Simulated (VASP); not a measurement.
Here is a VASP 6.6.1 calculation.

File INCAR:

```
SYSTEM = TaRu
PREC = Accurate
ENCUT = 520
EDIFF = 1E-8
ISMEAR = -1
SIGMA = 0.03
LREAL = .False.
LASPH = .True.
NELM = 60
ALGO = Normal
ISIF = 2
LWAVE = .False.
LCHARG = .False.
GGA = CA
LEFG = .True.
NBANDS = 20
```

Contents of KPOINTS:

```
Automatic mesh
0
Gamma
  13 13 13
  0 0 0
```

The input POSCAR:

```
TaRu
1.0
    3.2289390200      0.0000000000      0.0000000000
    0.0000000000      3.2289390200      0.0000000000
    0.0000000000      0.0000000000      3.2289390200
Ta Ru
1 1
Direct
    0.5000000000      0.5000000000      0.5000000000
    0.0000000000      0.0000000000      0.0000000000
```

Potentials or basis: VASP PAW LDA potentials, release 64 (Ta_pv, Ru_pv).

Run with:

```bash
$ cat potpaw_LDA.64/Ta_pv/POTCAR potpaw_LDA.64/Ru_pv/POTCAR > POTCAR
$ mpirun -np 1 vasp_std > vasp.out
```

(1) What does it give for the band gap on the k mesh?

(2) What does it give for the pressure?

Answers

(1) zero (an odd number of electrons rules out a gap without spin polarisation).

(2) -23.2 GPa.

Caveat: the cell stands under tension; spin-orbit coupling is left out, which moves the levels of the heavy elements.
